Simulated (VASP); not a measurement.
# Be2ZnN2 (I4/mmm) in VASP: electric field gradients with PBE

Aim: the electric field gradients of Be2ZnN2 with PBE.

Everything below comes from runs of VASP 6.6.1. Logs are shortened: lines on timing, memory, paths and dates and some standing lists are left out, and cuts for length are marked.

## 1. The cell of the first run

It takes space group I4/mmm (No. 139, tetragonal). Conventional cell: a = 2.728 Å, b = 2.728 Å, c = 11.495 Å, α = 90.00°, β = 90.00°, γ = 90.00°. Be (site symmetry 4mm) has 5 N at 1.72 to 1.96 Å and 4 Be at 2.37 Å within 2.4 Å. Zn (site symmetry 4/mmm) has 2 N at 1.85 Å within 2.5 Å. Within 2.3 Å of N (site symmetry 4mm) lie 5 Be at 1.72 to 1.96 Å and 1 Zn at 1.85 Å.

## 2. Electric field gradients, PBE

The input, INCAR:

```
ALGO = Fast
EDIFF = 1E-8
ENCUT = 520
GGA = PE
ISIF = 2
ISMEAR = -1
LASPH = T
LCHARG = F
LEFG = T
LREAL = F
LWAVE = F
NBANDS = 21
NELM = 100
PREC = Accurate
SIGMA = 0.15
```

The input, KPOINTS:

```
k-points
0
Gamma
  18 18 18
```

The input, POSCAR:

```
Be2ZnN2
1.0
   -1.3641448681      1.3641448681      5.7476838448
    1.3641448681     -1.3641448681      5.7476838448
    1.3641448681      1.3641448681     -5.7476838448
Be Zn N
2 1 2
Direct
    0.3102066915      0.3102066915      0.0000000000
    0.6897933085      0.6897933085      0.0000000000
    0.0000000000      0.0000000000      0.0000000000
    0.1607688933      0.1607688933      0.0000000000
    0.8392311067      0.8392311067      0.0000000000
```

Potentials or basis: VASP PAW PBE potentials, release 64 (Be, Zn, N).

Run with:

```bash
$ cat potpaw_PBE.64/Be/POTCAR potpaw_PBE.64/Zn/POTCAR potpaw_PBE.64/N/POTCAR > POTCAR
$ mpirun -np 1 vasp_std > vasp.out
```

OUTCAR:

```text
EDIFF = 1E-8
   ENCUT = 520
   GGA = PE
   ISIF = 2
   ISMEAR = -1
   LASPH = T
   LREAL = F
   NELM = 100
   PREC = Accurate

 ion  position               nearest neighbor table
   1  0.310  0.310  0.000-   4 1.72   5 1.96   5 1.96   5 1.96   5 1.96   2 2.37   2 2.37   2 2.37
                             2 2.37
   2  0.690  0.690  0.000-   5 1.72   4 1.96   4 1.96   4 1.96   4 1.96   1 2.37   1 2.37   1 2.37
                             1 2.37
   3  0.000  0.000  0.000-   4 1.85   5 1.85
   4  0.161  0.161  0.000-   1 1.72   3 1.85   2 1.96   2 1.96   2 1.96   2 1.96
   5  0.839  0.839  0.000-   2 1.72   3 1.85   1 1.96   1 1.96   1 1.96   1 1.96

  LATTYP: Found a body centered tetragonal cell.
 ALAT       =     2.7282897362
 C/A-ratio  =     4.2133969633

  Lattice vectors:

 A1 = (  -1.3641448681,   1.3641448681,   5.7476838448)
 A2 = (   1.3641448681,  -1.3641448681,   5.7476838448)
 A3 = (   1.3641448681,   1.3641448681,  -5.7476838448)

Analysis of symmetry for initial positions (statically):
=====================================================================
 Subroutine PRICEL returns:
 Original cell was already a primitive cell.

 Routine SETGRP: Setting up the symmetry group for a
 body centered tetragonal supercell.

 Subroutine GETGRP returns: Found 16 space group operations
 (whereof 16 operations were pure point group operations)
 out of a pool of 16 trial point group operations.

The static configuration has the point symmetry D_4h.

Analysis of symmetry for dynamics (positions and initial velocities):
=====================================================================
 Subroutine PRICEL returns:
 Original cell was already a primitive cell.

 Routine SETGRP: Setting up the symmetry group for a
 body centered tetragonal supercell.

 Subroutine GETGRP returns: Found 16 space group operations
 (whereof 16 operations were pure point group operations)
 out of a pool of 16 trial point group operations.

The dynamic configuration has the point symmetry D_4h.

 Subroutine INISYM returns: Found 16 space group operations
 (whereof 16 operations are pure point group operations),
 and found     1 'primitive' translations

----------------------------------------------------------------------------------------

                                     Primitive cell

  volume of cell :      42.7833

  direct lattice vectors                    reciprocal lattice vectors
    -1.364144868  1.364144868  5.747683845     0.000000000  0.366529986  0.086991563
     1.364144868 -1.364144868  5.747683845     0.366529986  0.000000000  0.086991563
     1.364144868  1.364144868 -5.747683845     0.366529986  0.366529986  0.000000000

  length of vectors
     6.062808922  6.062808922  6.062808922     0.376711777  0.376711777  0.518351678

  position of ions in fractional coordinates (direct lattice)
     0.310206691  0.310206691  0.000000000
     0.689793309  0.689793309  0.000000000
     0.000000000  0.000000000  0.000000000
     0.160768893  0.160768893  0.000000000
     0.839231107  0.839231107  0.000000000

  ion indices of the primitive-cell ions
   primitive index   ion index
                 1           1
                 2           2
                 3           3
                 4           4
                 5           5

----------------------------------------------------------------------------------------

 KPOINTS: k-points

Automatic generation of k-mesh.
 Grid dimensions read from file:
 generate k-points for:   18   18   18

 Generating k-lattice:

  Cartesian coordinates                     Fractional coordinates (reciprocal lattice)
     0.000000000  0.020362777  0.004832865     0.055555556  0.000000000 -0.000000000
     0.020362777  0.000000000  0.004832865     0.000000000  0.055555556 -0.000000000
     0.020362777  0.020362777  0.000000000     0.000000000  0.000000000  0.055555556

  Length of vectors
[... 48 lines left out ...]
   ICHARG =      2    charge: 1-file 2-atom 10-const
   ISPIN  =      1    spin polarized calculation?
   LNONCOLLINEAR =      F non collinear calculations
   LSORBIT =      F    spin-orbit coupling
   LASPH  =      T    aspherical Exc in radial PAW
   ENCUT  =  520.0 eV  38.22 Ry    6.18 a.u.  11.27 11.27 11.27*2*pi/ulx,y,z
   NELM   =    100;   NELMIN=  2; NELMDL= -5     # of ELM steps
   EDIFF  = 0.1E-07   stopping-criterion for ELM
   LREAL  =      F    real-space projection
   EDIFFG = 0.1E-06   stopping-criterion for IOM
   NSW    =      0    number of steps for IOM
   IBRION =     -1    ionic relax: 0-MD 1-quasi-New 2-CG
   NFREE  =      0    steps in history (QN), initial steepest desc. (CG)
   ISIF   =      2    stress and relaxation
   ISYM   =      2    0-nonsym 1-usesym 2-fastsym
   POTIM  = 0.5000    time-step for ionic-motion
   TEBEG  =    0.0;   TEEND  =   0.0 temperature during run
   PSTRESS=    0.0 pullay stress
   NELECT =      26.0000    total number of electrons
   NUPDOWN=      -1.0000    fix difference up-down
   EMIN   =  10.00;   EMAX   =-10.00  energy-range for DOS
   EFERMI =   0.00;   METHOD = LEGACY
   ISMEAR =    -1;   SIGMA  =   0.15  broadening in eV -4-tet -1-fermi 0-gaus
   EFERMI_NEDOS =   21; number of points for ismear=-14 and -15
   IALGO  =     68    algorithm
   IMIX   =      4    mixing-type and parameters
     AMIX     =   0.40;   BMIX     =  1.00
     AMIX_MAG =   1.60;   BMIX_MAG =  1.00
  volume/ion in A,a.u.               =       8.56        57.74
  Fermi-wavevector in a.u.,A,eV,Ry     =   1.386675  2.620436 26.162199  1.922867
  Thomas-Fermi vector in A             =   2.510968
   LORBIT       =      0    0 simple, 1 ext, 2 COOP (PROOUT), +10 PAW based schemes
   GGA     = PE    functional components
   LHFCALC =     F    Hartree Fock is set to
   AEXX    =    0.0000 exact exchange contribution
   IVDW    =     0    specifies the selected vdW correction
   LEPSILON=     F    determine dielectric tensor
   LRPA    =     F    only Hartree local field effects (RPA)
 non-spin polarized calculation
 RMM-DIIS sequential band-by-band and
  energy-cutoff  :      520.00
  volume of cell :       42.78
 maximum number of plane-waves:      1168
 NGX is ok and might be reduce to    48
   NGX = 23   NGY = 23   NGZ = 23

 number of electron      25.9999997 magnetization

 Free energy of the ion-electron system (eV)
  ---------------------------------------------------
  ext. energy  EPLUGINS =         0.00000000
  ---------------------------------------------------
  free energy    TOTEN  =       -26.11589758 eV

  energy without entropy =      -26.04885713  energy(sigma->0) =      -26.08237735

 E-fermi :   5.7349     XC(G=0): -11.5393

 val. band max:        5.7322542881   @ k =  -0.1667  -0.4444   0.1667
 cond. band min:       5.7361751617   @ k =  -0.3333   0.3889   0.2778
 fundamental gap:      0.0039208737
 Fermi energy:         5.7349410203

 k-point     1 :       0.0000    0.0000    0.0000
  band No.  band energies     occupation
      1     -11.4571      2.00000
      2      -9.2643      2.00000
      3      -3.7400      2.00000
      4      -3.0031      2.00000
      5      -2.9766      2.00000
      6      -2.2161      2.00000
[... 565 lines left out ...]
     20      17.2040      0.00000
     21      17.4155      0.00000

 [... further k-points ...]

------------------------ aborting loop because EDIFF is reached ----------------------------------------

  FORCE on cell =-STRESS in cart. coord.  units (eV):
  Direction    XX          YY          ZZ          XY          YZ          ZX
  --------------------------------------------------------------------------------------
  -------------------------------------------------------------------------------------
  Total        0.0486125      0.0486125      0.4696691      0.0000000     -0.0000000      0.0000000
  in kB        1.8204765      1.8204765     17.5884981      0.0000000     -0.0000000      0.0000000
  external PRESSURE =       7.0764837 kB  Pullay stress =       0.0000000 kB

 VOLUME and BASIS-vectors are now :
 -----------------------------------------------------------------------------
  energy-cutoff  :      520.00
  volume of cell :       42.78
      direct lattice vectors                 reciprocal lattice vectors
    -1.364144868  1.364144868  5.747683845     0.000000000  0.366529986  0.086991563
     1.364144868 -1.364144868  5.747683845     0.366529986  0.000000000  0.086991563
     1.364144868  1.364144868 -5.747683845     0.366529986  0.366529986  0.000000000

 POSITION                                       TOTAL-FORCE (eV/Angst)
 -----------------------------------------------------------------------------------
      0.00000      0.00000      3.56594         0.000000      0.000000      0.013750
      0.00000      0.00000      7.92943         0.000000      0.000000     -0.013750
      0.00000      0.00000      0.00000         0.000000      0.000000     -0.000000
      0.00000      0.00000      1.84810         0.000000      0.000000      0.091814
      0.00000      0.00000      9.64727        -0.000000     -0.000000     -0.091814
 -----------------------------------------------------------------------------------
    total drift:                               -0.000000     -0.000000     -0.000000

  FREE ENERGIE OF THE ION-ELECTRON SYSTEM (eV)
  ---------------------------------------------------
  free  energy   TOTEN  =       -26.1158975757 eV

  energy  without entropy=      -26.0488571323  energy(sigma->0) =      -26.08237735

 Electric field gradients (V/A^2)
---------------------------------------------------------------------
 ion       V_xx      V_yy      V_zz      V_xy      V_xz      V_yz
---------------------------------------------------------------------
   1      -0.709    -0.709     1.417    -0.000    -0.000    -0.000
   2      -0.709    -0.709     1.417    -0.000    -0.000    -0.000
   3      97.861    97.861  -195.721    -0.001    -0.001    -0.001
   4     -18.740   -18.740    37.481     0.001     0.001     0.001
   5     -18.740   -18.740    37.481     0.001     0.001     0.001
---------------------------------------------------------------------

 Electric field gradients after diagonalization (V/A^2)
 (convention: |V_zz| > |V_xx| > |V_yy|)
----------------------------------------------------------------------
 ion       V_xx      V_yy      V_zz     asymmetry (V_yy - V_xx)/ V_zz
----------------------------------------------------------------------
   1      -0.709    -0.709     1.417       0.000
   2      -0.709    -0.709     1.417       0.000
   3      97.861    97.860  -195.721       0.000
   4     -18.741   -18.739    37.481       0.000
   5     -18.741   -18.739    37.481       0.000
----------------------------------------------------------------------

           NMR quadrupolar parameters

 Cq : quadrupolar parameter    Cq=e*Q*V_zz/h
 eta: asymmetry parameters     (V_yy - V_xx)/ V_zz
 Q  : nuclear electric quadrupole moment in mb (millibarn)
----------------------------------------------------------------------
 ion       Cq(MHz)       eta       Q (mb)
----------------------------------------------------------------------
   1       0.003       0.000       1.000
   2       0.003       0.000       1.000
   3      -0.473       0.000       1.000
   4       0.091       0.000       1.000
   5       0.091       0.000       1.000
----------------------------------------------------------------------
```

It took 17 min on 1 thread of Intel Xeon 6975P-C (Granite Rapids), shared host; peak memory 0.67 GiB.

Results:

| Item | Value |
| --- | --- |
| Free energy | -26.1159 eV |
| Pressure | 0.7 GPa |
| Largest force | 0.092 eV/Å |
| Band gap on the k mesh | zero (bands 13 and 14 overlap by 0.27 eV) |
| Largest electric field gradient by atom | Be +1.4; Zn -195.7; N +37.5 V/Å² |

Forces in eV/Å, atoms in the order of the input:
```
Be   0.000  0.000  0.014
Be   0.000  0.000 -0.014
Zn   0.000  0.000  0.000
N    0.000  0.000  0.092
N    0.000  0.000 -0.092
```

Electric field gradients, principal values (V/Å²):
| atom | least | middle | greatest (by size) |
| --- | --- | --- | --- |
| 1 Be | -0.709 | -0.709 | 1.417 |
| 2 Be | -0.709 | -0.709 | 1.417 |
| 3 Zn | 97.860 | 97.861 | -195.721 |
| 4 N | -18.739 | -18.741 | 37.481 |
| 5 N | -18.739 | -18.741 | 37.481 |

Caveat: without QUAD_EFG the Cq values of the log hold for a quadrupole moment of 1 mb, not for the nuclei.
